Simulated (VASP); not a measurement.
A run of VASP 6.6.1:

INCAR

```
SYSTEM = HfB
PREC     = Accurate       ! precision mode
ENCUT    = 520            ! plane-wave cutoff, eV
EDIFF    = 1E-7           ! SCF threshold, eV
ISMEAR   = -1             ! smearing method
SIGMA    = 0.05           ! smearing width, eV
LREAL    = .FALSE.        ! projectors in reciprocal space
LASPH    = .TRUE.         ! aspherical terms in the spheres
NELM     = 60             ! most SCF steps
ALGO     = Normal         ! electronic algorithm
ISIF     = 2              ! what is computed and relaxed
LWAVE    = .FALSE.        ! write WAVECAR
LCHARG   = .FALSE.        ! write CHGCAR
GGA      = PE             ! functional
NBANDS   = 14             ! bands
```

The input KPOINTS:

```
regular mesh
0
G
  15 15 15
  0 0 0
```

File POSCAR:

```
HfB
1.0
    0.0000000000      2.3100000000      2.3100000000
    2.3100000000      0.0000000000      2.3100000000
    2.3100000000      2.3100000000      0.0000000000
Hf B
1 1
Direct
    0.5000000000      0.5000000000      0.5000000000
    0.0000000000      0.0000000000      0.0000000000
```

Potentials or basis: VASP PAW PBE potentials, release 64 (Hf_pv, B).

Command:

```console
$ cat potpaw_PBE.64/Hf_pv/POTCAR potpaw_PBE.64/B/POTCAR > POTCAR
$ mpirun -np 1 vasp_std > vasp.out
```

Hardware: 1 thread of AMD EPYC 9R45 96-Core Processor (Zen 5), with other jobs on the host.

**Question.** Estimate the wall time of this run.

**Answer.** Run time: 18 s on 1 thread of AMD EPYC 9R45 96-Core Processor (Zen 5), on a shared host, peak memory 0.14 GiB. Counts: scf iterations 12, k points 120.
